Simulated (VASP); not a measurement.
Set up this calculation in VASP 6.6.1, as the native input.

| Quantity | Value |
| --- | --- |
| Task | single point |
| Functional | PBEsol |
| Potentials or basis | VASP PAW PBE potentials, release 64 (Rh_pv) |
| Cutoff | 520 eV |
| k mesh | 16 × 16 × 16 |
| Occupations | fermi-dirac, width 0.08 eV |
| Spin | no spin polarisation |
| Dipole correction | no |
| Further INCAR settings | ALGO = Normal; EDIFF = 1e-07; NBANDS = 14 |

The structure of Rh lies in POSCAR:

```
Rh
1.0
    0.0000000000      1.9205655000      1.9015500000
    1.9205655000      0.0000000000      1.9015500000
    1.9205655000      1.9205655000      0.0000000000
Rh
1
Direct
    0.0000000000      0.0000000000      0.0000000000
```

This cell differs from its parent crystal: equal xx and yy strain of +1 %.

The input as run:

INCAR

```
SYSTEM = Rh
PREC = Accurate
ENCUT = 520
EDIFF = 1E-7
ISMEAR = -1
SIGMA = 0.08
LREAL = .FALSE.
LASPH = .TRUE.
NELM = 60
ALGO = Normal
ISIF = 2
LWAVE = .FALSE.
LCHARG = .FALSE.
GGA = PS
NBANDS = 14
```

KPOINTS

```
regular mesh
0
G
  16 16 16
  0 0 0
```

Potentials or basis: VASP PAW PBE potentials, release 64 (Rh_pv).

Command:

```sh
$ cat potpaw_PBE.64/Rh_pv/POTCAR > POTCAR
$ mpirun -np 1 vasp_std > vasp.out
```

Results of the run:

```
Pressure : -10.0 GPa
```

Caveat: the cell differs from its parent crystal (equal xx and yy strain of +1 %); the PAW data sets were made with another functional, which shifts forces and pressure a little.

It took 120 s on 1 thread of AMD EPYC 7R13 (shared host), peak memory 0.14 GiB.
